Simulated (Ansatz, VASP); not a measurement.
## Two plane-wave programs on HfSnSe4

```
Hf Sn Se
1.0
     4.39873    0.00000    0.00000
    -2.19937    3.80941    0.00000
     0.00000    0.00000   10.51901
Hf Sn Se
1 1 4
Direct
  0.00000 0.00000 0.00000
  0.00000 0.00000 0.50000
  0.00000 0.00000 0.70178
  0.00000 0.00000 0.29822
  0.33333 0.66667 0.00000
  0.66667 0.33333 0.00000
```

Alike in both runs: task single point; functional PBE; k mesh 6 × 6 × 2; occupations gaussian, width 0.1 eV; no spin polarisation.

```csv
,VASP,Ansatz
version,VASP 6.6.1,Ansatz 0.2.0
potentials or method,"VASP PAW PBE potentials, release 64 (Hf_pv, Sn_d, Se), cutoff 520 eV","scalar-relativistic, plane waves, PAW"
valence electrons in the cell,48,104
```

Ansatz gave:

| Item | Value |
| --- | --- |
| gap on the k mesh at the Fermi level (eV) | none |
| pressure (GPa) | 21.0 |
| traceless stress, the component that is largest in VASP (GPa) | 3.91 |
| rms of the force components (eV/Å) | 2.573 |

Problem. What did VASP give for the same quantities?

Solution. gap on the k mesh at the Fermi level (eV): none; pressure (GPa): 20.9; traceless stress, the component that is largest in VASP (GPa): 3.63; rms of the force components (eV/Å): 2.544.

Atom by atom the forces differ by 0.029 eV/Å (rms over components). A gap of «none» marks a metal or a gap that the smearing closes. The functional is the same, so the differences come from potentials, cutoffs and numerics. VASP's potentials hold 48 valence electrons a cell and Ansatz's 104, so a difference there can come from the potentials and not from the codes.

Neither program's run includes spin-orbit coupling.
